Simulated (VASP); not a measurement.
Crystal: TiC (WC type).

```
CELL_PARAMETERS angstrom
2.97057 0.00000 0.00000
-1.48529 2.57259 0.00000
0.00000 0.00000 2.91116
ATOMIC_POSITIONS crystal
Ti 0.00000 0.00000 0.00000
C 0.33333 0.66667 0.50000
```

| Quantity | Value |
| --- | --- |
| Program | VASP 6.6.1 |
| Task | relaxation of cell and atoms |
| Functional | PBE |
| Potentials or basis | VASP PAW PBE potentials, release 64 (Ti_sv, C) |
| Cutoff | 600 eV |
| k mesh | 16 × 16 × 14 |
| Occupations | fermi-dirac, width 0.08 eV |
| Spin | no spin polarisation |

At the start: pressure -8.3 GPa; volume 11.12 Å³/atom.

Q: How do energy, volume and symmetry change on relaxing?

A: Over 12 steps the energy falls by 81.9 meV/atom and the volume is 10.82 Å³/atom (-2.7 %); space group P-6m2 (No. 187, to 0.1 Å) before and after.

The path:
```tsv
step	energy change (eV)	largest force (eV/Å)	pressure (GPa)	volume (Å³)
1	0.0000	0.0000	-8.29	22.25
2	-0.1009	0.0000	15.53	20.35
3	-0.1462	0.0000	5.67	21.02
4	-0.1622	0.0000	-2.23	21.88
5	-0.1636	0.0000	-0.58	21.68
6	-0.1639	0.0000	0.19	21.63
7	-0.1639	0.0000	0.14	21.63
8	-0.1639	0.0000	0.15	21.64
9	-0.1638	0.0000	-0.19	21.66
10	-0.1639	0.0000	0.04	21.64
11	-0.1639	0.0000	0.08	21.64
12	-0.1639	0.0000	0.02	21.65
```

Final structure:
```
CELL_PARAMETERS angstrom
3.04603 0.00000 0.00000
-1.52302 2.63794 0.00000
0.00000 0.00000 2.69435
ATOMIC_POSITIONS crystal
Ti 0.00000 0.00000 0.00000
C 0.33333 0.66667 0.50000
```
